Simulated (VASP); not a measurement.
# SrPrI (P4/mmm) in VASP: single point with PBE

Aim: the single point of SrPrI with PBE.

All numbers are computed with VASP 6.6.1; they aren't measurements. Logs are shortened: lines on timing, memory, paths and dates and some standing lists are left out, and cuts for length are marked.

### Step 1. The cell of the first run

Symmetry: P4/mmm, No. 123, tetragonal system. Conventional cell: a = 5.187 Å, b = 5.187 Å, c = 6.208 Å, α = 90.00°, β = 90.00°, γ = 90.00°. Within 4.9 Å of Sr (site symmetry 4/mmm) lie 4 Pr at 3.67 Å and 8 I at 4.80 Å. Within 4.1 Å of Pr (site symmetry 4/mmm) lie 2 I at 3.10 Å and 4 Sr at 3.67 Å. I (site symmetry 4/mmm) has 2 Pr at 3.10 Å within 4.1 Å.

### Step 2. Single point, PBE

POSCAR reads:

```
SrPrI
1.0
    5.1872669429      0.0000000000      0.0000000000
    0.0000000000      5.1872669429      0.0000000000
    0.0000000000      0.0000000000      6.2075548082
Sr Pr I
1 1 1
Direct
    0.5000000000      0.5000000000      0.5000000000
    0.0000000000      0.0000000000      0.5000000000
    0.0000000000      0.0000000000      0.0000000000
```

INCAR.step1 reads:

```
ALGO = Normal ; EDIFF = 1E-6
ENCUT = 400 ; GGA = PE
GGA_COMPAT = False ; ISIF = 2
ISMEAR = 0 ; LASPH = True
LCHARG = True ; LMAXMIX = 6
LORBIT = 11 ; LREAL = False
LWAVE = False ; NBANDS = 21
NEDOS = 2001 ; NELM = 200
PREC = Accurate ; SIGMA = 0.1
```

KPOINTS.step1 reads:

```
k-points
0
Gamma
  10 10 8
```

INCAR.step2 reads:

```
ALGO = Normal ; EDIFF = 1E-6
ENCUT = 400 ; GGA = PE
GGA_COMPAT = False ; ICHARG = 11
ISIF = 2 ; ISMEAR = -5
LASPH = True ; LCHARG = False
LMAXMIX = 6 ; LORBIT = 11
LREAL = False ; LWAVE = False
NBANDS = 21 ; NEDOS = 1001
NELM = 200 ; PREC = Accurate
SIGMA = 0.1
```

KPOINTS.step2 reads:

```
k-points
0
Gamma
  15 15 12
```

Potentials or basis: VASP PAW PBE potentials, release 64 (Sr_sv, Pr_3, I), 4f in core.

Run with:

```sh
cat potpaw_PBE.64/Sr_sv/POTCAR potpaw_PBE.64/Pr_3/POTCAR potpaw_PBE.64/I/POTCAR > POTCAR
cp INCAR.step1 INCAR
cp KPOINTS.step1 KPOINTS
mpirun -np 1 vasp_std > vasp.out
cp INCAR.step2 INCAR
cp KPOINTS.step2 KPOINTS
mpirun -np 1 vasp_std > vasp.out
```

OUTCAR:

```text
EDIFF = 1E-6
   ENCUT = 400
   GGA = PE
   ICHARG = 11
   ISIF = 2
   ISMEAR = -5
   LASPH = True
   LORBIT = 11
   LREAL = False
   NELM = 200
   PREC = Accurate

 ion  position               nearest neighbor table
   1  0.500  0.500  0.500-   2 3.67   2 3.67   2 3.67   2 3.67
   2  0.000  0.000  0.500-   3 3.10   3 3.10   1 3.67   1 3.67   1 3.67   1 3.67
   3  0.000  0.000  0.000-   2 3.10   2 3.10

  LATTYP: Found a simple tetragonal cell.
 ALAT       =     5.1872669429
 C/A-ratio  =     1.1966908348

  Lattice vectors:

 A1 = (   5.1872669429,   0.0000000000,   0.0000000000)
 A2 = (   0.0000000000,   5.1872669429,   0.0000000000)
 A3 = (   0.0000000000,   0.0000000000,   6.2075548082)

Analysis of symmetry for initial positions (statically):
=====================================================================
 Subroutine PRICEL returns:
 Original cell was already a primitive cell.

 Routine SETGRP: Setting up the symmetry group for a
 simple tetragonal supercell.

 Subroutine GETGRP returns: Found 16 space group operations
 (whereof 16 operations were pure point group operations)
 out of a pool of 16 trial point group operations.

The static configuration has the point symmetry D_4h.

Analysis of symmetry for dynamics (positions and initial velocities):
=====================================================================
 Subroutine PRICEL returns:
 Original cell was already a primitive cell.

 Routine SETGRP: Setting up the symmetry group for a
 simple tetragonal supercell.

 Subroutine GETGRP returns: Found 16 space group operations
 (whereof 16 operations were pure point group operations)
 out of a pool of 16 trial point group operations.

The dynamic configuration has the point symmetry D_4h.

 Subroutine INISYM returns: Found 16 space group operations
 (whereof 16 operations are pure point group operations),
 and found     1 'primitive' translations

----------------------------------------------------------------------------------------

                                     Primitive cell

  volume of cell :     167.0313

  direct lattice vectors                    reciprocal lattice vectors
     5.187266943  0.000000000  0.000000000     0.192779745  0.000000000  0.000000000
     0.000000000  5.187266943  0.000000000     0.000000000  0.192779745  0.000000000
     0.000000000  0.000000000  6.207554808     0.000000000  0.000000000  0.161094027

  length of vectors
     5.187266943  5.187266943  6.207554808     0.192779745  0.192779745  0.161094027

  position of ions in fractional coordinates (direct lattice)
     0.500000000  0.500000000  0.500000000
     0.000000000  0.000000000  0.500000000
     0.000000000  0.000000000  0.000000000

  ion indices of the primitive-cell ions
   primitive index   ion index
                 1           1
                 2           2
                 3           3

----------------------------------------------------------------------------------------

 KPOINTS: k-points

Automatic generation of k-mesh.
 Grid dimensions read from file:
 generate k-points for:   15   15   12

 Generating k-lattice:

  Cartesian coordinates                     Fractional coordinates (reciprocal lattice)
     0.012851983  0.000000000  0.000000000     0.066666667  0.000000000  0.000000000
     0.000000000  0.012851983  0.000000000     0.000000000  0.066666667  0.000000000
     0.000000000  0.000000000  0.013424502     0.000000000  0.000000000  0.083333333

  Length of vectors
     0.012851983  0.012851983  0.013424502

  Shift w.r.t. Gamma in fractional coordinates (k-lattice)
     0.000000000  0.000000000  0.000000000

 TETIRR: Found   4038 inequivalent tetrahedra from    16200

 Subroutine IBZKPT returns following result:
 ===========================================

 Found    252 irreducible k-points:

 Following reciprocal coordinates:
            Coordinates               Weight
  0.000000  0.000000  0.000000      1.000000
  0.066667  0.000000  0.000000      4.000000
  0.133333  0.000000  0.000000      4.000000
  0.200000  0.000000  0.000000      4.000000
  0.266667  0.000000  0.000000      4.000000
  0.333333  0.000000  0.000000      4.000000
[... 16 lines left out ...]
  0.266667  0.200000  0.000000      8.000000
  0.333333  0.200000  0.000000      8.000000
 [... further k-points ...]
   k-points           NKPTS =    252   k-points in BZ     NKDIM =    252   number of bands    NBANDS=     21
   number of dos      NEDOS =   1001   number of ions     NIONS =      3
   total plane-waves  NPLWV =  51840
   dimension x,y,z NGX =    36 NGY =   36 NGZ =   40
   dimension x,y,z NGXF=    72 NGYF=   72 NGZF=   80
   ions per type =               1   1   1
   NGX,Y,Z   is equivalent  to a cutoff of  11.54, 11.54, 10.71 a.u.
   NGXF,Y,Z  is equivalent  to a cutoff of  23.08, 23.08, 21.42 a.u.
 SYSTEM =  unknown system
   PREC   = accura    normal or accurate (medium, high low for compatibility)
   ISTART =      0    job   : 0-new  1-cont  2-samecut
   ICHARG =     11    charge: 1-file 2-atom 10-const
   ISPIN  =      1    spin polarized calculation?
   LNONCOLLINEAR =      F non collinear calculations
   LSORBIT =      F    spin-orbit coupling
   LASPH  =      T    aspherical Exc in radial PAW
   ENCUT  =  400.0 eV  29.40 Ry    5.42 a.u.   8.46  8.46 10.12*2*pi/ulx,y,z
   NELM   =    200;   NELMIN=  2; NELMDL=  0     # of ELM steps
   EDIFF  = 0.1E-05   stopping-criterion for ELM
   LREAL  =      F    real-space projection
   EDIFFG = 0.1E-04   stopping-criterion for IOM
   NSW    =      0    number of steps for IOM
   IBRION =     -1    ionic relax: 0-MD 1-quasi-New 2-CG
   NFREE  =      0    steps in history (QN), initial steepest desc. (CG)
   ISIF   =      2    stress and relaxation
   ISYM   =      2    0-nonsym 1-usesym 2-fastsym
   POTIM  = 0.5000    time-step for ionic-motion
   TEBEG  =    0.0;   TEEND  =   0.0 temperature during run
   PSTRESS=    0.0 pullay stress
   NELECT =      28.0000    total number of electrons
   NUPDOWN=      -1.0000    fix difference up-down
   EMIN   =  10.00;   EMAX   =-10.00  energy-range for DOS
   EFERMI =   0.00;   METHOD = LEGACY
   ISMEAR =    -5;   SIGMA  =   0.10  broadening in eV -4-tet -1-fermi 0-gaus
   EFERMI_NEDOS =   21; number of points for ismear=-14 and -15
   IALGO  =     38    algorithm
   IMIX   =      4    mixing-type and parameters
     AMIX     =   0.40;   BMIX     =  1.00
     AMIX_MAG =   1.60;   BMIX_MAG =  1.00
  volume/ion in A,a.u.               =      55.68       375.73
  Fermi-wavevector in a.u.,A,eV,Ry     =   0.902668  1.705796 11.086167  0.814810
  Thomas-Fermi vector in A             =   2.025900
   LORBIT       =     11    0 simple, 1 ext, 2 COOP (PROOUT), +10 PAW based schemes
   GGA     = PE    functional components
   LHFCALC =     F    Hartree Fock is set to
   AEXX    =    0.0000 exact exchange contribution
   IVDW    =     0    specifies the selected vdW correction
   LEPSILON=     F    determine dielectric tensor
   LRPA    =     F    only Hartree local field effects (RPA)
 non-spin polarized calculation
 Fermi weights with tetrahedron method with Bloechl corrections
  energy-cutoff  :      400.00
  volume of cell :      167.03
 maximum number of plane-waves:      3065
 NGX is ok and might be reduce to    36

 number of electron      27.9999998 magnetization

 Free energy of the ion-electron system (eV)
  ---------------------------------------------------
  ext. energy  EPLUGINS =         0.00000000
  ---------------------------------------------------
  free energy    TOTEN  =        -8.18823518 eV

  energy without entropy =       -8.18823518  energy(sigma->0) =       -8.18823518

 E-fermi :   2.0769     XC(G=0):  -7.1403

 val. band max:        2.0887785176   @ k =   0.4000   0.2667   0.5000
 cond. band min:       2.0452763921   @ k =   0.4667   0.0000   0.0000
 fundamental gap:     -0.0435021255
 Fermi energy:         2.0768604003

 k-point     1 :       0.0000    0.0000    0.0000
  band No.  band energies     occupation
      1     -35.2549      2.00000
      2     -34.6325      2.00000
      3     -17.3997      2.00000
      4     -17.2182      2.00000
      5     -17.2182      2.00000
      6     -16.7375      2.00000
[... 13 lines left out ...]
     20       5.1216      0.00000
     21       5.7563      0.00000

 k-point     2 :       0.0667    0.0000    0.0000
  band No.  band energies     occupation
      1     -35.2548      2.00000
      2     -34.6326      2.00000
      3     -17.3994      2.00000
      4     -17.2162      2.00000
      5     -17.2155      2.00000
      6     -16.7377      2.00000
[... 13 lines left out ...]
     20       5.0053      0.00000
     21       5.7191      0.00000

 k-point     3 :       0.1333    0.0000    0.0000
  band No.  band energies     occupation
      1     -35.2544      2.00000
      2     -34.6329      2.00000
      3     -17.3987      2.00000
      4     -17.2104      2.00000
      5     -17.2078      2.00000
      6     -16.7382      2.00000
[... 13 lines left out ...]
     20       4.7956      0.00000
     21       5.6111      0.00000

 k-point     4 :       0.2000    0.0000    0.0000
  band No.  band energies     occupation
      1     -35.2540      2.00000
      2     -34.6334      2.00000
      3     -17.3977      2.00000
      4     -17.2017      2.00000
      5     -17.1960      2.00000
      6     -16.7390      2.00000
[... 13 lines left out ...]
     20       4.5927      0.00000
     21       5.4922      0.00000

 k-point     5 :       0.2667    0.0000    0.0000
  band No.  band energies     occupation
      1     -35.2534      2.00000
      2     -34.6339      2.00000
      3     -17.3965      2.00000
      4     -17.1910      2.00000
      5     -17.1819      2.00000
      6     -16.7399      2.00000
[... 13 lines left out ...]
     20       4.4206      0.00000
     21       5.2087      0.00000

 k-point     6 :       0.3333    0.0000    0.0000
  band No.  band energies     occupation
      1     -35.2529      2.00000
      2     -34.6343      2.00000
      3     -17.3953      2.00000
      4     -17.1802      2.00000
      5     -17.1677      2.00000
      6     -16.7408      2.00000
[... 13 lines left out ...]
     20       4.2873      0.00000
     21       4.6669      0.00000

 k-point     7 :       0.4000    0.0000    0.0000
  band No.  band energies     occupation
      1     -35.2525      2.00000
      2     -34.6347      2.00000
      3     -17.3944      2.00000
      4     -17.1713      2.00000
      5     -17.1561      2.00000
      6     -16.7414      2.00000
[... 13 lines left out ...]
     20       4.1968      0.00000
     21       4.3299      0.00000
[... 291 lines left out ...]
      1     -35.2524      2.00000
      2     -34.6347      2.00000
      3     -17.3941      2.00000
      4     -17.2016      2.00000
      5     -17.1602      2.00000
      6     -16.7413      2.00000
[... 13 lines left out ...]
     20       4.1516      0.00000
     21       4.5035      0.00000

 k-point    21 :       0.4667    0.1333    0.0000
  band No.  band energies     occupation
      1     -35.2522      2.00000
      2     -34.6349      2.00000
      3     -17.3936      2.00000
      4     -17.1884      2.00000
      5     -17.1690      2.00000
      6     -16.7416      2.00000
[... 13 lines left out ...]
     20       4.0270      0.00000
     21       4.5853      0.00000

 k-point    22 :       0.2000    0.2000    0.0000
  band No.  band energies     occupation
      1     -35.2533      2.00000
      2     -34.6339      2.00000
      3     -17.3962      2.00000
      4     -17.2353      2.00000
      5     -17.1582      2.00000
      6     -16.7399      2.00000
[... 13 lines left out ...]
     20       4.5205      0.00000
     21       4.5641      0.00000

 k-point    23 :       0.2667    0.2000    0.0000
  band No.  band energies     occupation
      1     -35.2529      2.00000
      2     -34.6342      2.00000
      3     -17.3953      2.00000
      4     -17.2372      2.00000
      5     -17.1562      2.00000
      6     -16.7404      2.00000
[... 13 lines left out ...]
     20       4.3193      0.00000
     21       4.5553      0.00000

 k-point    24 :       0.3333    0.2000    0.0000
  band No.  band energies     occupation
      1     -35.2525      2.00000
      2     -34.6345      2.00000
      3     -17.3944      2.00000
      4     -17.2330      2.00000
      5     -17.1622      2.00000
      6     -16.7409      2.00000
[... 13 lines left out ...]
     20       4.1795      0.00000
     21       4.6356      0.00000

 [... further k-points ...]

------------------------ aborting loop because EDIFF is reached ----------------------------------------

  FORCE on cell =-STRESS in cart. coord.  units (eV):
  Direction    XX          YY          ZZ          XY          YZ          ZX
  --------------------------------------------------------------------------------------
  -------------------------------------------------------------------------------------
  Total       -0.0398103     -0.0398103     -0.0460931      0.0000000      0.0000000     -0.0000000
  in kB       -0.3818631     -0.3818631     -0.4421289      0.0000000      0.0000000     -0.0000000
  external PRESSURE =      -0.4019517 kB  Pullay stress =       0.0000000 kB

 VOLUME and BASIS-vectors are now :
 -----------------------------------------------------------------------------
  energy-cutoff  :      400.00
  volume of cell :      167.03
      direct lattice vectors                 reciprocal lattice vectors
     5.187266943  0.000000000  0.000000000     0.192779745  0.000000000  0.000000000
     0.000000000  5.187266943  0.000000000     0.000000000  0.192779745  0.000000000
     0.000000000  0.000000000  6.207554808     0.000000000  0.000000000  0.161094027

 POSITION                                       TOTAL-FORCE (eV/Angst)
 -----------------------------------------------------------------------------------
      2.59363      2.59363      3.10378         0.000000      0.000000      0.000000
      0.00000      0.00000      3.10378         0.000000      0.000000      0.000000
      0.00000      0.00000      0.00000         0.000000      0.000000      0.000000
 -----------------------------------------------------------------------------------
    total drift:                                0.000000      0.000000      0.000000

  FREE ENERGIE OF THE ION-ELECTRON SYSTEM (eV)
  ---------------------------------------------------
  free  energy   TOTEN  =        -8.1882351763 eV

  energy  without entropy=       -8.1882351763  energy(sigma->0) =       -8.18823518

 total charge

# of ion       s       p       d       tot
------------------------------------------
    1        2.082   5.681   0.155   7.919
    2        2.096   5.731   0.874   8.702
    3        1.502   2.799   0.014   4.316
--------------------------------------------------
tot          5.681  14.212   1.044  20.937
```

Run time: 9.6 min. Hardware: 1 thread of Intel Xeon Platinum 8488C (Sapphire Rapids), shared host; peak memory 0.74 GiB.

Results:

```yaml
Valence_electrons_inside_the_program's_atomic_spheres: Sr 7.92; Pr 8.70; I 4.32
```

Caveat: spin-orbit coupling is left out, which moves the levels of the heavy elements; the 4f electrons are frozen in the core, so they carry no moment and show no levels; the run has no spin polarisation, though such a crystal can be magnetic; tetrahedron occupations give inexact forces and stress in metals.
